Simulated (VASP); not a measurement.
# Mo (Im-3m) in VASP: a series of runs

Mo is run at these levels: LDA; tasks: single point, relaxation of cell and atoms.

Program: VASP 6.6.1. These are calculated values, not measurements. Logs are shortened: lines on timing, memory, paths and dates and some standing lists are left out, and cuts for length are marked.

### Step 1. The cell of the first run

It takes space group Im-3m (No. 229, cubic). Conventional cell: a = 3.112 Å, b = 3.112 Å, c = 3.112 Å, α = 90.00°, β = 90.00°, γ = 90.00°. Within 3.6 Å of Mo (site symmetry m-3m) lie 14 Mo at 2.70 to 3.11 Å.

### Step 2. Single point, LDA

Contents of INCAR:

```
SYSTEM = Mo
PREC = Accurate ; ENCUT = 520
EDIFF = 1E-6 ; ISMEAR = 0
SIGMA = 0.1 ; LREAL = .False.
LASPH = .True. ; NELM = 80
ALGO = Normal ; ISIF = 2
LWAVE = .False. ; LCHARG = .True.
LELF = .True. ; LVHAR = .True.
NBANDS = 13
```

Contents of KPOINTS:

```
regular mesh
0
Gamma
  8 8 8
  0 0 0
```

Contents of POSCAR:

```
Mo
1.0
   -1.5561785691      1.5561785691      1.5561785691
    1.5561785691     -1.5561785691      1.5561785691
    1.5561785691      1.5561785691     -1.5561785691
Mo
1
Direct
    0.0000000000      0.0000000000      0.0000000000
```

Potentials or basis: VASP PAW LDA potentials, release 64 (Mo_sv).

Launch:

```sh
$ cat potpaw_LDA.64/Mo_sv/POTCAR > POTCAR
$ mpirun -np 1 vasp_std > vasp.out
```

OUTCAR:

```text
SYSTEM = Mo
   PREC = Accurate
   ENCUT = 520
   EDIFF = 1E-6
   ISMEAR = 0
   LREAL = .False.
   LASPH = .True.
   NELM = 80
   ISIF = 2

 ion  position               nearest neighbor table
   1  0.000  0.000  0.000-

  LATTYP: Found a body centered cubic cell.
 ALAT       =     3.1123571382

  Lattice vectors:

 A1 = (  -1.5561785691,   1.5561785691,   1.5561785691)
 A2 = (   1.5561785691,  -1.5561785691,   1.5561785691)
 A3 = (   1.5561785691,   1.5561785691,  -1.5561785691)

Analysis of symmetry for initial positions (statically):
=====================================================================
 Subroutine PRICEL returns:
 Original cell was already a primitive cell.

 Routine SETGRP: Setting up the symmetry group for a
 body centered cubic supercell.

 Subroutine GETGRP returns: Found 48 space group operations
 (whereof 48 operations were pure point group operations)
 out of a pool of 48 trial point group operations.

The static configuration has the point symmetry O_h .

Analysis of symmetry for dynamics (positions and initial velocities):
=====================================================================
 Subroutine PRICEL returns:
 Original cell was already a primitive cell.

 Routine SETGRP: Setting up the symmetry group for a
 body centered cubic supercell.

 Subroutine GETGRP returns: Found 48 space group operations
 (whereof 48 operations were pure point group operations)
 out of a pool of 48 trial point group operations.

The dynamic configuration has the point symmetry O_h .

 Subroutine INISYM returns: Found 48 space group operations
 (whereof 48 operations are pure point group operations),
 and found     1 'primitive' translations

----------------------------------------------------------------------------------------

                                     Primitive cell

  volume of cell :      15.0743

  direct lattice vectors                    reciprocal lattice vectors
    -1.556178569  1.556178569  1.556178569     0.000000000  0.321299888  0.321299888
     1.556178569 -1.556178569  1.556178569     0.321299888  0.000000000  0.321299888
     1.556178569  1.556178569 -1.556178569     0.321299888  0.321299888  0.000000000

  length of vectors
     2.695380347  2.695380347  2.695380347     0.454386659  0.454386659  0.454386659

  position of ions in fractional coordinates (direct lattice)
     0.000000000  0.000000000  0.000000000

  ion indices of the primitive-cell ions
   primitive index   ion index
                 1           1

----------------------------------------------------------------------------------------

 KPOINTS: regular mesh

Automatic generation of k-mesh.
 Grid dimensions read from file:
 generate k-points for:    8    8    8

 Generating k-lattice:

  Cartesian coordinates                     Fractional coordinates (reciprocal lattice)
     0.000000000  0.040162486  0.040162486     0.125000000  0.000000000  0.000000000
     0.040162486  0.000000000  0.040162486     0.000000000  0.125000000  0.000000000
     0.040162486  0.040162486  0.000000000     0.000000000  0.000000000  0.125000000

  Length of vectors
     0.056798332  0.056798332  0.056798332

  Shift w.r.t. Gamma in fractional coordinates (k-lattice)
     0.000000000  0.000000000  0.000000000

 Subroutine IBZKPT returns following result:
 ===========================================

 Found     29 irreducible k-points:

 Following reciprocal coordinates:
            Coordinates               Weight
  0.000000  0.000000  0.000000      1.000000
  0.125000  0.000000  0.000000     12.000000
  0.250000  0.000000  0.000000     12.000000
  0.375000  0.000000  0.000000     12.000000
  0.500000  0.000000  0.000000      6.000000
  0.125000  0.125000  0.000000     24.000000
[... 16 lines left out ...]
 -0.250000  0.250000  0.250000      6.000000
 -0.375000  0.375000  0.250000     24.000000
 [... further k-points ...]
   k-points           NKPTS =     29   k-points in BZ     NKDIM =     29   number of bands    NBANDS=     13
   number of dos      NEDOS =    301   number of ions     NIONS =      1
   total plane-waves  NPLWV =   8000
   dimension x,y,z NGX =    20 NGY =   20 NGZ =   20
   dimension x,y,z NGXF=    40 NGYF=   40 NGZF=   40
   ions per type =               1
   NGX,Y,Z   is equivalent  to a cutoff of  12.34, 12.34, 12.34 a.u.
   NGXF,Y,Z  is equivalent  to a cutoff of  24.67, 24.67, 24.67 a.u.
 SYSTEM =  Mo
   PREC   = accura    normal or accurate (medium, high low for compatibility)
   ISTART =      0    job   : 0-new  1-cont  2-samecut
   ICHARG =      2    charge: 1-file 2-atom 10-const
   ISPIN  =      1    spin polarized calculation?
   LNONCOLLINEAR =      F non collinear calculations
   LSORBIT =      F    spin-orbit coupling
   LASPH  =      T    aspherical Exc in radial PAW
   ENCUT  =  520.0 eV  38.22 Ry    6.18 a.u.   5.01  5.01  5.01*2*pi/ulx,y,z
   NELM   =     80;   NELMIN=  2; NELMDL= -5     # of ELM steps
   EDIFF  = 0.1E-05   stopping-criterion for ELM
   LREAL  =      F    real-space projection
   EDIFFG = 0.1E-04   stopping-criterion for IOM
   NSW    =      0    number of steps for IOM
   IBRION =     -1    ionic relax: 0-MD 1-quasi-New 2-CG
   NFREE  =      0    steps in history (QN), initial steepest desc. (CG)
   ISIF   =      2    stress and relaxation
   ISYM   =      2    0-nonsym 1-usesym 2-fastsym
   POTIM  = 0.5000    time-step for ionic-motion
   TEBEG  =    0.0;   TEEND  =   0.0 temperature during run
   PSTRESS=    0.0 pullay stress
   NELECT =      14.0000    total number of electrons
   NUPDOWN=      -1.0000    fix difference up-down
   EMIN   =  10.00;   EMAX   =-10.00  energy-range for DOS
   EFERMI =   0.00;   METHOD = LEGACY
   ISMEAR =     0;   SIGMA  =   0.10  broadening in eV -4-tet -1-fermi 0-gaus
   EFERMI_NEDOS =   21; number of points for ismear=-14 and -15
   IALGO  =     38    algorithm
   IMIX   =      4    mixing-type and parameters
     AMIX     =   0.40;   BMIX     =  1.00
     AMIX_MAG =   1.60;   BMIX_MAG =  1.00
  volume/ion in A,a.u.               =      15.07       101.73
  Fermi-wavevector in a.u.,A,eV,Ry     =   1.597245  3.018355 34.711049  2.551190
  Thomas-Fermi vector in A             =   2.694881
   LORBIT       =      0    0 simple, 1 ext, 2 COOP (PROOUT), +10 PAW based schemes
   GGA     = CA    functional components
   LHFCALC =     F    Hartree Fock is set to
   AEXX    =    0.0000 exact exchange contribution
   IVDW    =     0    specifies the selected vdW correction
   LEPSILON=     F    determine dielectric tensor
   LRPA    =     F    only Hartree local field effects (RPA)
 non-spin polarized calculation
 Gauss-broadening in eV      SIGMA  =   0.10
  energy-cutoff  :      520.00
  volume of cell :       15.07
 maximum number of plane-waves:       420
   NGX =  9   NGY =  9   NGZ =  9

 number of electron      13.9999996 magnetization

 Free energy of the ion-electron system (eV)
  ---------------------------------------------------
  ext. energy  EPLUGINS =         0.00000000
  ---------------------------------------------------
  free energy    TOTEN  =       -12.10706019 eV

  energy without entropy =      -12.10148833  energy(sigma->0) =      -12.10427426

 E-fermi :  12.9572     XC(G=0): -13.8071

 val. band max:       12.8917632543   @ k =   0.3750   0.1250   0.0000
 cond. band min:      13.0736308685   @ k =  -0.1250   0.1250   0.1250
 fundamental gap:      0.1818676142
 Fermi energy:        12.9571927105

 k-point     1 :       0.0000    0.0000    0.0000
  band No.  band energies     occupation
      1     -47.8796      2.00000
      2     -21.2301      2.00000
      3     -21.2301      2.00000
      4     -21.2301      2.00000
      5       5.7207      2.00000
      6      11.6172      2.00000
      7      11.6172      2.00000
      8      11.6172      2.00000
      9      14.7556      0.00000
     10      14.7556      0.00000
     11      27.9380      0.00000
     12      27.9380      0.00000
     13      27.9380      0.00000

 k-point     2 :       0.1250    0.0000    0.0000
  band No.  band energies     occupation
      1     -47.8347      2.00000
      2     -21.4793      2.00000
      3     -21.3067      2.00000
      4     -21.2322      2.00000
      5       6.4081      2.00000
      6      11.2315      2.00000
      7      11.5226      2.00000
      8      12.2932      2.00000
      9      14.2928      0.00000
     10      14.7735      0.00000
     11      28.3937      0.00000
     12      29.1271      0.00000
     13      29.2125      0.00000

 k-point     3 :       0.2500    0.0000    0.0000
  band No.  band energies     occupation
      1     -47.7246      2.00000
      2     -22.0566      2.00000
      3     -21.4875      2.00000
      4     -21.2376      2.00000
      5       7.7120      2.00000
      6      10.4212      2.00000
      7      11.4531      2.00000
      8      14.1711      0.00000
      9      14.2121      0.00000
     10      14.9249      0.00000
     11      28.0333      0.00000
     12      29.6846      0.00000
     13      32.2798      0.00000
[... 305 lines left out ...]
 k-point    23 :      -0.2500    0.2500    0.2500
  band No.  band energies     occupation
      1     -47.5923      2.00000
      2     -22.0882      2.00000
      3     -21.7679      2.00000
      4     -21.7679      2.00000
      5       9.2745      2.00000
      6      10.1829      2.00000
      7      12.4108      2.00000
      8      12.4108      2.00000
      9      13.9633      0.00000
     10      16.6666      0.00000
     11      28.5006      0.00000
     12      31.8904      0.00000
     13      32.2930      0.00000

 k-point    24 :      -0.3750    0.3750    0.2500
  band No.  band energies     occupation
      1     -47.4969      2.00000
      2     -22.4131      2.00000
      3     -21.9584      2.00000
      4     -21.8161      2.00000
      5       8.9132      2.00000
      6       9.5453      2.00000
      7      12.4002      2.00000
      8      13.2751      0.00001
      9      16.1091      0.00000
     10      18.3186      0.00000
     11      27.3432      0.00000
     12      29.4357      0.00000
     13      30.4061      0.00000

 [... further k-points ...]
[... 5 lines left out ...]
  --------------------------------------------------------------------------------------
  -------------------------------------------------------------------------------------
  Total        0.1196436      0.1196436      0.1196436     -0.0000000      0.0000000     -0.0000000
  in kB       12.7163303     12.7163303     12.7163303     -0.0000000      0.0000000     -0.0000000
  external PRESSURE =      12.7163303 kB  Pullay stress =       0.0000000 kB

 VOLUME and BASIS-vectors are now :
 -----------------------------------------------------------------------------
  energy-cutoff  :      520.00
  volume of cell :       15.07
      direct lattice vectors                 reciprocal lattice vectors
    -1.556178569  1.556178569  1.556178569     0.000000000  0.321299888  0.321299888
     1.556178569 -1.556178569  1.556178569     0.321299888  0.000000000  0.321299888
     1.556178569  1.556178569 -1.556178569     0.321299888  0.321299888  0.000000000

 POSITION                                       TOTAL-FORCE (eV/Angst)
 -----------------------------------------------------------------------------------
      0.00000      0.00000      0.00000         0.000000     -0.000000     -0.000000
 -----------------------------------------------------------------------------------
    total drift:                                0.000000      0.000000      0.000000

  FREE ENERGIE OF THE ION-ELECTRON SYSTEM (eV)
  ---------------------------------------------------
  free  energy   TOTEN  =       -12.1070601926 eV

  energy  without entropy=      -12.1014883254  energy(sigma->0) =      -12.10427426
```

It took 5.7 s on 1 thread of Intel Xeon 8259CL, shared host; peak memory 0.12 GiB.

What came out:

| Property | Result |
| --- | --- |
| Free energy | -12.1071 eV |
| Pressure | 1.3 GPa |
| Band gap on the k mesh | zero (band 7 reaches 17.29 eV, above the bottom of band 8 at 11.62 eV) |

### Step 3. Single point, LDA

Contents of INCAR:

```
PREC = Accurate
ENCUT = 520
EDIFF = 1E-6
ISMEAR = 0
SIGMA = 0.1
LREAL = False
LASPH = True
NELM = 80
ALGO = Normal
ISIF = 2
LWAVE = False
LCHARG = False
GGA = CA
NBANDS = 13
```

Contents of KPOINTS:

```
Automatic mesh
0
Gamma
  16 16 16
```

Contents of POSCAR:

```
Mo
1.0
   -1.5554614235      1.5554614235      1.5554614235
    1.5554614235     -1.5554614235      1.5554614235
    1.5554614235      1.5554614235     -1.5554614235
Mo
1
Direct
    0.0000000000      0.0000000000      0.0000000000
```

Potentials or basis: VASP PAW LDA potentials, release 64 (Mo_sv).

Launch:

```sh
$ cat potpaw_LDA.64/Mo_sv/POTCAR > POTCAR
$ mpirun -np 1 vasp_std > vasp.out
```

Wall time 22 s (1 thread of Intel Xeon 8259CL, shared host); peak memory 0.14 GiB.

Results (log left out):

```
Free energy            : -12.1369 eV
Pressure               : 1.2 GPa
Band gap on the k mesh : zero (band 7 reaches 17.32 eV, above the bottom of band 8 at 11.64 eV)
```

Levels at points of the mesh, in eV from the Fermi level:
| k point | band 4 | band 5 | band 6 | band 7 | band 8 | band 9 | band 10 | band 11 |
| --- | --- | --- | --- | --- | --- | --- | --- | --- |
| (0.00, 0.00, 0.00) | -34.30 | -7.37 | -1.46 | -1.46 | -1.46 | 1.68 | 1.68 | 14.86 |
| (0.50, 0.00, 0.00) | -34.32 | -5.59 | -3.61 | 1.74 | 1.81 | 2.39 | 5.04 | 12.02 |
| (0.50, 0.50, 0.50) | -35.40 | -5.78 | -5.78 | 4.22 | 4.22 | 4.22 | 9.33 | 9.33 |

### Step 4. Single point, LDA

Contents of INCAR:

```
SYSTEM = Mo
PREC = Accurate ; ENCUT = 520
EDIFF = 1E-6 ; ISMEAR = -1
SIGMA = 0.15 ; LREAL = .False.
LASPH = .True. ; NELM = 60
ALGO = Fast ; ISIF = 2
LWAVE = .False. ; LCHARG = .False.
NBANDS = 13
```

Contents of KPOINTS:

```
regular mesh
0
Gamma
  16 16 16
  0 0 0
```

Contents of POSCAR:

```
Mo
1.0
   -1.5557657183      1.5557657183      1.5557657183
    1.5557657183     -1.5557657183      1.5557657183
    1.5557657183      1.5557657183     -1.5557657183
Mo
1
Direct
    0.0000000000      0.0000000000      0.0000000000
```

Launch:

```sh
$ cat potpaw_LDA.64/Mo_sv/POTCAR > POTCAR
$ mpirun -np 1 vasp_std > vasp.out
```

It took 29 s on 1 thread of Intel Xeon 8259CL, shared host; peak memory 0.14 GiB.

It converged, with:

- Free energy: -12.1568 eV
- Pressure: 1.1 GPa
- Band gap on the k mesh: zero (band 7 reaches 17.31 eV, above the bottom of band 8 at 11.63 eV)

Levels at points of the mesh, in eV from the Fermi level:
```tsv
k point	band 5	band 6	band 7	band 8	band 9	band 10
(0.00, 0.00, 0.00)	-7.34	-1.44	-1.44	-1.44	1.71	1.71
(0.50, 0.00, 0.00)	-5.55	-3.58	1.77	1.84	2.42	5.06
(0.50, 0.50, 0.50)	-5.75	-5.75	4.24	4.24	4.24	9.35
```

### Step 5. Relaxation of cell and atoms, LDA

Contents of INCAR:

```
PREC = Accurate
ENCUT = 600
EDIFF = 1E-7
ISMEAR = 0
SIGMA = 0.1
LREAL = F
LASPH = T
NELM = 100
ALGO = Fast
ISIF = 3
LWAVE = F
LCHARG = F
IBRION = 2
NSW = 100
EDIFFG = -0.002
```

Contents of KPOINTS:

```
regular mesh
0
Gamma
  16 16 16
```

Contents of POSCAR:

```
Mo
1.0
   -1.5561785691      1.5561785691      1.5561785691
    1.5561785691     -1.5561785691      1.5561785691
    1.5561785691      1.5561785691     -1.5561785691
Mo
1
Direct
    0.0000000000      0.0000000000      0.0000000000
```

Launch:

```sh
$ cat potpaw_LDA.64/Mo_sv/POTCAR > POTCAR
$ mpirun -np 1 vasp_std > vasp.out
```

It took 2.8 min on 1 thread of Intel Xeon 8259CL, shared host; peak memory 0.16 GiB.

The run converged. Its results:

```
Free energy                            : -12.1371 eV
Relaxed volume                         : 15.11 Å³/atom
Relaxed cell                           : a = 2.698 Å, b = 2.698 Å, c = 2.698 Å, α = 109.47°, β = 109.47°, γ = 109.47°
Space group after relaxing (to 0.05 Å) : Im-3m (No. 229)
Energy gained by relaxing              : 0.1 meV/atom
Ionic steps                            : 9
Pressure after relaxing                : 0.0 GPa
Band gap on the k mesh                 : zero (band 7 reaches 17.23 eV, above the bottom of band 8 at 11.58 eV)
```

Final structure:
```xyz
1
Lattice="-1.5575 1.5575 1.5575 1.5575 -1.5575 1.5575 1.5575 1.5575 -1.5575" Properties=species:S:1:pos:R:3 pbc="T T T"
Mo    0.0000    0.0000    0.0000
```

Levels at points of the mesh, in eV from the Fermi level:
```csv
k point,band 4,band 5,band 6,band 7,band 8,band 9,band 10,band 11
"(0.00, 0.00, 0.00)",-34.31,-7.35,-1.45,-1.45,-1.45,1.67,1.67,14.85
"(0.50, 0.00, 0.00)",-34.33,-5.56,-3.59,1.73,1.80,2.38,5.01,12.01
"(0.50, 0.50, 0.50)",-35.40,-5.75,-5.75,4.20,4.20,4.20,9.30,9.30
```

### Step 6. Summary

| task | cell | k mesh | cutoff (eV) | smearing | gap on the mesh (eV) | pressure (GPa) |
| --- | --- | --- | --- | --- | --- | --- |
| single point | a = 2.695 Å, angles 109.5°, 1 atom | 8 × 8 × 8 | 520 | gaussian 0.1 eV | none | 1.3 |
| single point | a = 2.694 Å, angles 109.5°, 1 atom | 16 × 16 × 16 | 520 | gaussian 0.1 eV | none | 1.2 |
| single point | a = 2.695 Å, angles 109.5°, 1 atom | 16 × 16 × 16 | 520 | fermi-dirac 0.15 eV | none | 1.1 |
| relaxation of cell and atoms | relaxed from a = 2.695 Å, angles 109.5°, 1 atom | 16 × 16 × 16 | 600 | gaussian 0.1 eV | none | 0.0 |

Alike in all rows: level LDA; potentials or basis VASP PAW LDA potentials, release 64 (Mo_sv); no spin polarisation.

Every run on the cell as given and a fine mesh finds a metal.

Absolute energies hang on the potentials; compare differences alone.
